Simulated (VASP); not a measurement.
**KSnCl3: single point with r2SCAN**

KSnCl3:

```xyz
5
Lattice="5.7062 0.0000 0.0000 0.0000 5.5400 0.0000 0.0000 0.0000 5.5400" Properties=species:S:1:pos:R:3 pbc="T T T"
K     0.0000    0.0000    0.0000
Sn    2.8531    2.7700    2.7700
Cl    2.8531    2.7700    0.0000
Cl    2.8531    0.0000    2.7700
Cl    0.0000    2.7700    2.7700
```

This cell differs from its parent crystal: uniaxial x strain +3.0%.

```
Program                : VASP 6.6.1
Task                   : single point
Functional             : r2SCAN
Potentials or basis    : VASP PAW PBE potentials, release 64 (K_sv, Sn_d, Cl)
Cutoff                 : 520 eV
k mesh                 : 6 × 6 × 6
Occupations            : gaussian, width 0.01 eV
Spin                   : no spin polarisation
Dipole correction      : no
Further INCAR settings : ALGO = Normal; EDIFF = 1e-06; NBANDS = 30
```

```
Pressure               : -0.8 GPa
Band gap on the k mesh : 0.98 eV, direct
```

Stress tensor (GPa, compression positive):
```
-1.61  0.00  0.00
 0.00 -0.41  0.00
 0.00  0.00 -0.41
```

Levels at points of the mesh, in eV from the valence-band top:
| k point | band 19 | band 20 | band 21 | band 22 | band 23 | band 24 | band 25 | band 26 |
| --- | --- | --- | --- | --- | --- | --- | --- | --- |
| (0.00, 0.00, 0.00) | -3.76 | -3.73 | -3.71 | -3.71 | 2.22 | 4.43 | 4.49 | 5.01 |
| (0.50, 0.00, 0.00) | -3.87 | -3.77 | -3.77 | -2.47 | 2.04 | 3.66 | 4.22 | 4.91 |
| (0.00, 0.50, 0.00) | -3.84 | -3.76 | -3.72 | -2.25 | 2.16 | 3.76 | 4.22 | 4.38 |
| (0.50, 0.50, 0.00) | -3.98 | -3.89 | -3.34 | -1.18 | 1.52 | 1.74 | 4.42 | 4.49 |
| (0.00, 0.50, 0.50) | -4.00 | -4.00 | -3.33 | -0.99 | 1.65 | 1.65 | 3.89 | 4.53 |
| (0.50, 0.50, 0.50) | -3.33 | -3.33 | -3.33 | 0.00 | 0.98 | 1.21 | 1.21 | 3.69 |

It took 6.5 min on 1 thread of Intel(R) Xeon(R) Platinum 8559C (Emerald Rapids), on a shared host, peak memory 0.4 GiB.

Caveat: the cell differs from its parent crystal (uniaxial x strain +3.0%); the PAW data sets were made with another functional, which shifts forces and pressure a little; spin-orbit coupling is left out, which moves the levels of the heavy elements. A k mesh can miss the band edges.
